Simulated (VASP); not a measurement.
Input of a VASP 6.6.1 run:

The input INCAR:

```
  ALGO = Normal
  EDIFF = 1E-6
  ENCUT = 500
  GGA = PS
  GGA_COMPAT = F
  ISIF = 2
  ISMEAR = 0
  LASPH = T
  LCHARG = F
  LREAL = F
  LWAVE = F
  NBANDS = 11
  NELM = 120
  PREC = Accurate
  SIGMA = 0.1
```

The input KPOINTS:

```
k-points
0
Gamma
  6 6 6
```

The input POSCAR:

```
Ba
1.0
   -2.2316142463      2.2316142463      3.3950755248
    2.2316142463     -2.2316142463      3.3950755248
    2.2316142463      2.2316142463     -3.3950755248
Ba
1
Direct
    0.0000000000      0.0000000000      0.0000000000
```

Potentials or basis: VASP PAW PBE potentials, release 64 (Ba_sv).

Run with:

```bash
$ cat potpaw_PBE.64/Ba_sv/POTCAR > POTCAR
$ mpirun -np 1 vasp_std > vasp.out
```

Problem. Predict the band gap on the k mesh.

Solution. Zero (bands 5 and 6 overlap by 0.21 eV).

Problem. Predict the pressure.

Solution. -1.0 GPa.

Stress tensor (GPa, compression positive):
```
-0.94  0.00  0.00
 0.00 -0.94  0.00
 0.00  0.00 -1.06
```

Caveat: the PAW data sets were made with another functional, which shifts forces and pressure a little; spin-orbit coupling is left out, which moves the levels of the heavy elements.
